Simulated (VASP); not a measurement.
Runs of VASP 6.6.1 on SnO2. The structure is that of space group Fm-3m (No. 225), or close to it. The cells are those of the table. 

```tsv
level	potentials or basis	cell	cutoff (eV)	second run	gap on the mesh (eV)	pressure (GPa)
PBE	VASP PAW PBE potentials, release 64 (Sn_d, O)	a = 3.601 Å, angles 60.0°, 3 atoms	520	-	0.13	(c)
r2SCAN	VASP PAW PBE potentials, release 64 (Sn_d, O_h)	a = 3.510 Å, angles 60.0°, 3 atoms	910	hard_potentials	1.54	17.6
r2SCAN	VASP PAW PBE potentials, release 64 (Sn_d, O)	a = 3.510 Å, angles 60.0°, 3 atoms	520	-	(a)	18.1
r2SCAN	VASP PAW PBE potentials, release 64 (Sn_d, O)	a = 3.583 Å, angles 60.0°, 3 atoms	520	-	0.86	1.4
r2SCAN	VASP PAW PBE potentials, release 64 (Sn_d, O)	a = 3.653 Å, angles 60.0°, 3 atoms	520	-	0.26	-10.5
r2SCAN	VASP PAW PBE potentials, release 64 (Sn_d, O_h)	a = 3.547 Å, angles 60.0°, 3 atoms	910	hard_potentials	1.19	(b)
r2SCAN	VASP PAW PBE potentials, release 64 (Sn_d, O)	a = 3.618 Å, angles 60.0°, 3 atoms	520	-	0.55	-5.1
r2SCAN	VASP PAW PBE potentials, release 64 (Sn_d, O)	a = 3.547 Å, angles 60.0°, 3 atoms	520	-	1.19	9.0
```

Alike in all rows: task single point; no spin polarisation; k mesh 8 × 8 × 8; smearing gaussian 0.01 eV.

Fill in the values left out.

(a) 1.53; (b) 8.6; (c) 6.6.

Caveats: spin-orbit coupling is left out, which moves the levels of the heavy elements; the PAW data sets were made with another functional, which shifts forces and pressure a little (some runs); the cutoff is under 1.25 times the usual one of these potentials, so pressure, stress and relaxed cells hold a basis-set (Pulay) error (some runs).

A k mesh can miss the band edges, and the runs leave out spin-orbit coupling on Sn.
